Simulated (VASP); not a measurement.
Write the native input for VASP 6.6.1 that does the following.

```yaml
Task: single point
Functional: PBEsol
Potentials_or_basis: VASP PAW PBE potentials, release 64 (Li_sv)
Cutoff: 520 eV
k_mesh: 15 × 15 × 7
Occupations: fermi-dirac, width 0.1 eV
Spin: no spin polarisation
Dipole_correction: no
Further_INCAR_settings: ALGO = Normal; EDIFF = 1e-07; NBANDS = 10
```

The structure of Li lies in POSCAR:

```
Li
1.0
   -2.0198101673      1.6620445206      1.4982136829
    1.6620445206     -2.0198101673      1.4982136829
    3.7767902469      3.7767902469     -2.1534621202
Li
2
Direct
    0.9556141267      0.0443858733      0.0000000000
    0.7943858733      0.2056141267      0.5000000000
```

This isn't the form of Li at room conditions, which is bcc.

These files were run (other wordings do the same):

INCAR

```
SYSTEM = Li
PREC = Accurate
ENCUT = 520
EDIFF = 1E-7
ISMEAR = -1
SIGMA = 0.1
LREAL = .FALSE.
LASPH = .TRUE.
NELM = 100
ALGO = Normal
ISIF = 2
LWAVE = .FALSE.
LCHARG = .FALSE.
GGA = PS
NBANDS = 10
```

KPOINTS

```
Automatic mesh
0
G
  15 15 7
  0 0 0
```

Potentials or basis: VASP PAW PBE potentials, release 64 (Li_sv).

Run with:

```console
$ cat potpaw_PBE.64/Li_sv/POTCAR > POTCAR
$ mpirun -np 1 vasp_std > vasp.out
```

It gave:

The band gap on the k mesh is zero (bands 3 and 4 overlap by 4.56 eV).

Wall time 68 s on 1 thread of Intel Xeon 8259CL (shared host), peak memory 0.25 GiB.
